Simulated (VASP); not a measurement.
**Sn: single point with PBEsol**

Sn:

```xyz
2
Lattice="0.0000 3.2456 3.1807 3.2456 0.0000 3.1807 3.2456 3.2456 0.0000" Properties=species:S:1:pos:R:3 pbc="T T T"
Sn    3.2456    3.2456    3.1807
Sn    4.8684    4.8684    4.7710
```

This cell differs from its parent crystal: zz strain of -2 %.

```
Program                : VASP 6.6.1
Task                   : single point
Functional             : PBEsol
Potentials or basis    : VASP PAW PBE potentials, release 64 (Sn_d)
Cutoff                 : 520 eV
k mesh                 : 11 × 11 × 11
Occupations            : fermi-dirac, width 0.05 eV
Spin                   : no spin polarisation
Dipole correction      : no
Further INCAR settings : ALGO = Normal; EDIFF = 1e-07; NBANDS = 21
```

| Item | Value |
| --- | --- |
| Pressure | 1.9 GPa |
| Band gap on the k mesh | zero (band 14 reaches 5.74 eV, above the bottom of band 15 at 5.68 eV) |

Stress tensor (GPa, compression positive):
```
1.70 0.00 0.00
0.00 1.70 0.00
0.00 0.00 2.29
```

Levels at points of the mesh, in eV from the Fermi level:
| k point | band 11 | band 12 | band 13 | band 14 | band 15 | band 16 | band 17 | band 18 |
| --- | --- | --- | --- | --- | --- | --- | --- | --- |
| (0.00, 0.00, 0.00) | -10.77 | -0.56 | 0.04 | 0.04 | 0.17 | 2.10 | 2.18 | 2.18 |

It took 66 s on 1 thread of Intel(R) Xeon(R) 6975P-C (Granite Rapids), with other jobs on the host, peak memory 0.29 GiB.

Caveat: the cell differs from its parent crystal (zz strain of -2 %); the PAW data sets were made with another functional, which shifts forces and pressure a little; spin-orbit coupling is left out, which moves the levels of the heavy elements.
